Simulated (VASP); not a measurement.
# Co in VASP: single point with PBE

Aim: the single point of Co with PBE.

Program: VASP 6.6.1. These are calculated values, not measurements. Logs are shortened: lines on timing, memory, paths and dates and some standing lists are left out, and cuts for length are marked.

## Step 1: The cell of the first run

The cell holds a sheet with vacuum, 2 atoms: a = 2.269 Å, b = 2.269 Å, c = 29.498 Å, α = 90.00°, β = 90.00°, γ = 90.00°.

The cell was built from a structure type or drawn by symmetry, and may not be a known phase.

## Step 2: Single point, PBE, collinear spin, antiferromagnetic start

File INCAR:

```
PREC     = Accurate       # precision mode
ENCUT    = 520            # plane-wave cutoff, eV
EDIFF    = 1E-6           # SCF threshold, eV
ISMEAR   = 0              # smearing method
SIGMA    = 0.1            # smearing width, eV
LREAL    = F              # projectors in reciprocal space
LASPH    = T              # aspherical terms in the spheres
NELM     = 150            # most SCF steps
ALGO     = Normal         # electronic algorithm
ISIF     = 2              # what is computed and relaxed
LWAVE    = F              # write WAVECAR
LCHARG   = F              # write CHGCAR
ISPIN    = 2              # spin polarisation
MAGMOM   = 1.72 -1.72     # initial moments
LORBIT   = 11             # projections on sites
LMAXMIX  = 4              # l up to which the mixer works
LDIPOL   = T            
IDIPOL   = 3            
DIPOL    = 0.5 0.5 0.288
GGA      = PE             # functional
NBANDS   = 20             # bands
```

File KPOINTS:

```
Automatic mesh
0
Gamma
  24 24 1
```

File POSCAR:

```
Co
1.0
    2.2692286447      0.0000000000      0.0000000000
    0.0000000000      2.2692286447      0.0000000000
    0.0000000000      0.0000000000     29.4979042800
Co
2
Direct
    0.5000000000      0.5000000000      0.3262934806
    0.5000000000      0.5000000000      0.2500186478
```

Potentials or basis: VASP PAW PBE potentials, release 64 (Co).

Run with:

```bash
$ cat potpaw_PBE.64/Co/POTCAR > POTCAR
$ mpirun -np 1 vasp_std > vasp.out
```

OUTCAR:

```text
PREC = Accurate
   ENCUT = 520
   EDIFF = 1E-6
   ISMEAR = 0
   LREAL = F
   LASPH = T
   NELM = 150
   ISIF = 2
   ISPIN = 2
   LORBIT = 11
   GGA = PE

 ion  position               nearest neighbor table
   1  0.500  0.500  0.326-   2 2.25
   2  0.500  0.500  0.250-   1 2.25

  LATTYP: Found a simple tetragonal cell.
 ALAT       =     2.2692286447
 C/A-ratio  =    12.9990886326

  Lattice vectors:

 A1 = (   2.2692286447,   0.0000000000,   0.0000000000)
 A2 = (   0.0000000000,   2.2692286447,   0.0000000000)
 A3 = (   0.0000000000,   0.0000000000,  29.4979042800)

Analysis of symmetry for initial positions (statically):
=====================================================================
 Subroutine PRICEL returns:
 Original cell was already a primitive cell.

 Routine SETGRP: Setting up the symmetry group for a
 simple tetragonal supercell.

 Subroutine GETGRP returns: Found 16 space group operations
 (whereof  8 operations were pure point group operations)
 out of a pool of 16 trial point group operations.

The static configuration has the point symmetry C_4v.
 The point group associated with its full space group is D_4h.

Analysis of symmetry for dynamics (positions and initial velocities):
=====================================================================
 Subroutine PRICEL returns:
 Original cell was already a primitive cell.

 Routine SETGRP: Setting up the symmetry group for a
 simple tetragonal supercell.

 Subroutine GETGRP returns: Found 16 space group operations
 (whereof  8 operations were pure point group operations)
 out of a pool of 16 trial point group operations.

The dynamic configuration has the point symmetry C_4v.
 The point group associated with its full space group is D_4h.

Analysis of structural, dynamic, and magnetic symmetry:
=====================================================================
 Subroutine PRICEL returns:
 Original cell was already a primitive cell.

 Routine SETGRP: Setting up the symmetry group for a
 simple tetragonal supercell.

 Subroutine GETGRP returns: Found 16 space group operations
 (whereof  8 operations were pure point group operations)
 out of a pool of 16 trial point group operations.

The overall configuration has the point symmetry C_4v.
 The point group associated with its full space group is D_4h.

 Subroutine INISYM returns: Found 16 space group operations
 (whereof  8 operations are pure point group operations),
 and found     1 'primitive' translations

----------------------------------------------------------------------------------------

                                     Primitive cell

  volume of cell :     151.8965

  direct lattice vectors                    reciprocal lattice vectors
     2.269228645  0.000000000  0.000000000     0.440678379  0.000000000  0.000000000
     0.000000000  2.269228645  0.000000000     0.000000000  0.440678379  0.000000000
     0.000000000  0.000000000 29.497904280     0.000000000  0.000000000  0.033900713

  length of vectors
     2.269228645  2.269228645 29.497904280     0.440678379  0.440678379  0.033900713

  position of ions in fractional coordinates (direct lattice)
     0.500000000  0.500000000  0.326293481
     0.500000000  0.500000000  0.250018648

  ion indices of the primitive-cell ions
   primitive index   ion index
                 1           1
                 2           2

----------------------------------------------------------------------------------------

 KPOINTS: Automatic mesh

Automatic generation of k-mesh.
 Grid dimensions read from file:
 generate k-points for:   24   24    1

 Generating k-lattice:

  Cartesian coordinates                     Fractional coordinates (reciprocal lattice)
     0.018361599  0.000000000  0.000000000     0.041666667  0.000000000  0.000000000
     0.000000000  0.018361599  0.000000000     0.000000000  0.041666667  0.000000000
     0.000000000  0.000000000  0.033900713     0.000000000  0.000000000  1.000000000

  Length of vectors
     0.018361599  0.018361599  0.033900713

  Shift w.r.t. Gamma in fractional coordinates (k-lattice)
     0.000000000  0.000000000  0.000000000

 Subroutine IBZKPT returns following result:
 ===========================================

 Found     91 irreducible k-points:

 Following reciprocal coordinates:
            Coordinates               Weight
  0.000000  0.000000  0.000000      1.000000
  0.041667  0.000000  0.000000      4.000000
  0.083333  0.000000  0.000000      4.000000
  0.125000  0.000000  0.000000      4.000000
  0.166667  0.000000  0.000000      4.000000
  0.208333  0.000000  0.000000      4.000000
[... 16 lines left out ...]
  0.416667  0.041667  0.000000      8.000000
  0.458333  0.041667  0.000000      8.000000
 [... further k-points ...]
   k-points           NKPTS =     91   k-points in BZ     NKDIM =     91   number of bands    NBANDS=     20
   number of dos      NEDOS =    301   number of ions     NIONS =      2
   total plane-waves  NPLWV =  72576
   dimension x,y,z NGX =    18 NGY =   18 NGZ =  224
   dimension x,y,z NGXF=    36 NGYF=   36 NGZF=  448
   ions per type =               2
   NGX,Y,Z   is equivalent  to a cutoff of  13.19, 13.19, 12.62 a.u.
   NGXF,Y,Z  is equivalent  to a cutoff of  26.37, 26.37, 25.25 a.u.
 SYSTEM =  unknown system
   PREC   = accura    normal or accurate (medium, high low for compatibility)
   ISTART =      0    job   : 0-new  1-cont  2-samecut
   ICHARG =      2    charge: 1-file 2-atom 10-const
   ISPIN  =      2    spin polarized calculation?
   LNONCOLLINEAR =      F non collinear calculations
   LSORBIT =      F    spin-orbit coupling
   LASPH  =      T    aspherical Exc in radial PAW
   ENCUT  =  520.0 eV  38.22 Ry    6.18 a.u.   4.22  4.22 54.85*2*pi/ulx,y,z
   NELM   =    150;   NELMIN=  2; NELMDL= -5     # of ELM steps
   EDIFF  = 0.1E-05   stopping-criterion for ELM
   LREAL  =      F    real-space projection
   EDIFFG = 0.1E-04   stopping-criterion for IOM
   NSW    =      0    number of steps for IOM
   IBRION =     -1    ionic relax: 0-MD 1-quasi-New 2-CG
   NFREE  =      0    steps in history (QN), initial steepest desc. (CG)
   ISIF   =      2    stress and relaxation
   ISYM   =      2    0-nonsym 1-usesym 2-fastsym
   POTIM  = 0.5000    time-step for ionic-motion
   TEBEG  =    0.0;   TEEND  =   0.0 temperature during run
   PSTRESS=    0.0 pullay stress
   NELECT =      18.0000    total number of electrons
   NUPDOWN=      -1.0000    fix difference up-down
   EMIN   =  10.00;   EMAX   =-10.00  energy-range for DOS
   EFERMI =   0.00;   METHOD = LEGACY
   ISMEAR =     0;   SIGMA  =   0.10  broadening in eV -4-tet -1-fermi 0-gaus
   EFERMI_NEDOS =   21; number of points for ismear=-14 and -15
   IALGO  =     38    algorithm
   IMIX   =      4    mixing-type and parameters
     AMIX     =   0.40;   BMIX     =  1.00
     AMIX_MAG =   1.60;   BMIX_MAG =  1.00
  volume/ion in A,a.u.               =      75.95       512.52
  Fermi-wavevector in a.u.,A,eV,Ry     =   0.804112  1.519551  8.797470  0.646596
  Thomas-Fermi vector in A             =   1.912107
   LORBIT       =     11    0 simple, 1 ext, 2 COOP (PROOUT), +10 PAW based schemes
   GGA     = PE    functional components
   LHFCALC =     F    Hartree Fock is set to
   AEXX    =    0.0000 exact exchange contribution
   IVDW    =     0    specifies the selected vdW correction
   LEPSILON=     F    determine dielectric tensor
   LRPA    =     F    only Hartree local field effects (RPA)
 spin polarized calculation
 Gauss-broadening in eV      SIGMA  =   0.10
  energy-cutoff  :      520.00
  volume of cell :      151.90
 maximum number of plane-waves:      4142
 NGX is ok and might be reduce to    18
   NGX =  9   NGY =  9   NGZ =109

 dipolmoment           0.000000      0.000000     -0.000003 electrons x Angstroem

 number of electron      17.9999991 magnetization       0.0000000

 dipolmoment           0.000000      0.000000      0.000000 electrons x Angstroem

 Free energy of the ion-electron system (eV)
  ---------------------------------------------------
  ext. energy  EPLUGINS =         0.00000000
  ---------------------------------------------------
  free energy    TOTEN  =       -11.58117044 eV

  energy without entropy =      -11.56074752  energy(sigma->0) =      -11.57095898

 E-fermi :  -2.5557     XC(G=0):  -2.6221

 val. band max:       -2.5589021937   @ k =   0.4583   0.0000   0.0000
 cond. band min:      -2.5551112965   @ k =   0.1667   0.1667   0.0000
 fundamental gap:      0.0037908973
 Fermi energy:        -2.5556712587

 spin component 1

 k-point     1 :       0.0000    0.0000    0.0000
  band No.  band energies     occupation
      1     -10.0309      1.00000
      2      -7.6996      1.00000
      3      -6.7348      1.00000
      4      -5.9783      1.00000
      5      -5.7859      1.00000
      6      -3.8474      1.00000
[... 12 lines left out ...]
     19       3.6698      0.00000
[... 513 lines left out ...]
      4      -5.0877      1.00000
      5      -4.7716      1.00000
      6      -4.5281      1.00000
[... 12 lines left out ...]
     19       8.7678      0.00000
     20       8.7921      0.00000

 [... further k-points ...]

 spin component 2

 k-point     1 :       0.0000    0.0000    0.0000
  band No.  band energies     occupation
      1     -10.0309      1.00000
      2      -7.6996      1.00000
      3      -6.7348      1.00000
      4      -5.9783      1.00000
      5      -5.7859      1.00000
      6      -3.8474      1.00000
[... 12 lines left out ...]
     19       3.6699      0.00000
[... 513 lines left out ...]
      4      -5.0877      1.00000
      5      -4.7716      1.00000
      6      -4.5281      1.00000
[... 12 lines left out ...]
     19       8.7679      0.00000
     20       8.7920      0.00000

 [... further k-points ...]

------------------------ aborting loop because EDIFF is reached ----------------------------------------

 vacuum level on the upper side and lower side of the slab       (xc-potential included)        -0.166        -0.164

  FORCE on cell =-STRESS in cart. coord.  units (eV):
  Direction    XX          YY          ZZ          XY          YZ          ZX
  --------------------------------------------------------------------------------------
  -------------------------------------------------------------------------------------
  Total       -0.1052510     -0.1052510     -0.0591411      0.0000000      0.0000000     -0.0000000
  in kB       -1.1101694     -1.1101694     -0.6238098      0.0000000      0.0000000     -0.0000000
  external PRESSURE =      -0.9480495 kB  Pullay stress =       0.0000000 kB

 VOLUME and BASIS-vectors are now :
 -----------------------------------------------------------------------------
  energy-cutoff  :      520.00
  volume of cell :      151.90
      direct lattice vectors                 reciprocal lattice vectors
     2.269228645  0.000000000  0.000000000     0.440678379  0.000000000  0.000000000
     0.000000000  2.269228645  0.000000000     0.000000000  0.440678379  0.000000000
     0.000000000  0.000000000 29.497904280     0.000000000  0.000000000  0.033900713

 POSITION                                       TOTAL-FORCE (eV/Angst)
 -----------------------------------------------------------------------------------
      1.13461      1.13461      9.62497         0.000000     -0.000000     -0.024652
      1.13461      1.13461      7.37503         0.000000      0.000000      0.024652
 -----------------------------------------------------------------------------------
    total drift:                                0.000000      0.000000      0.000119

  FREE ENERGIE OF THE ION-ELECTRON SYSTEM (eV)
  ---------------------------------------------------
  free  energy   TOTEN  =       -11.5811704393 eV

  energy  without entropy=      -11.5607475187  energy(sigma->0) =      -11.57095898

 vacuum level on the upper side and lower side of the slab         2.086         2.059

 total charge

# of ion       s       p       d       tot
------------------------------------------
    1        0.506   0.391   7.312   8.209
    2        0.506   0.391   7.312   8.209
--------------------------------------------------
tot          1.012   0.782  14.624  16.418

 magnetization (x)

# of ion       s       p       d       tot
------------------------------------------
    1        0.007  -0.013   1.425   1.418
    2       -0.007   0.013  -1.425  -1.418
--------------------------------------------------
tot          0.000   0.000   0.000   0.000
```

It took 6 min on 1 thread of AMD EPYC 9R45 (Zen 5), shared host; peak memory 0.53 GiB.

What came out:

* Free energy: -11.5812 eV
* Largest force: 0.025 eV/Å
* Band gap on the k mesh: zero (filled and empty bands overlap)
* Net moment: 0.00 μB per cell
* Site moments: Co +1.42, -1.42 μB
* Valence electrons inside the program's atomic spheres: Co 8.21

Forces on the atoms (eV/Å):
```
Co   0.000  0.000 -0.025
Co   0.000  0.000  0.025
```

Levels at points of the mesh, in eV from the Fermi level:
Spin up:
| k point | band 6 | band 7 | band 8 | band 9 | band 10 | band 11 | band 12 | band 13 |
| --- | --- | --- | --- | --- | --- | --- | --- | --- |
| (0.00, 0.00, 0.00) | -1.29 | -1.29 | -1.26 | -0.83 | -0.19 | 0.43 | 0.43 | 1.32 |
| (0.50, 0.00, 0.00) | -2.03 | -1.09 | -0.02 | 0.09 | 0.17 | 0.63 | 3.23 | 4.83 |
| (0.50, 0.50, 0.00) | -1.26 | -1.26 | 0.50 | 0.54 | 1.72 | 6.82 | 6.82 | 10.15 |
Spin down:
```
           k point  band 5  band 6  band 7  band 8  band 9  band 10  band 11  band 12  band 13  band 14
(0.00, 0.00, 0.00)   -3.23   -1.29   -1.29   -1.26   -0.83    -0.19     0.43     0.43     1.32     4.38
(0.50, 0.00, 0.00)   -2.11   -2.03   -1.09   -0.02    0.09     0.17     0.63     3.23     4.83     6.28
(0.50, 0.50, 0.00)   -2.01   -1.26   -1.26    0.50    0.54     1.72     6.82     6.82    10.15    10.15
```
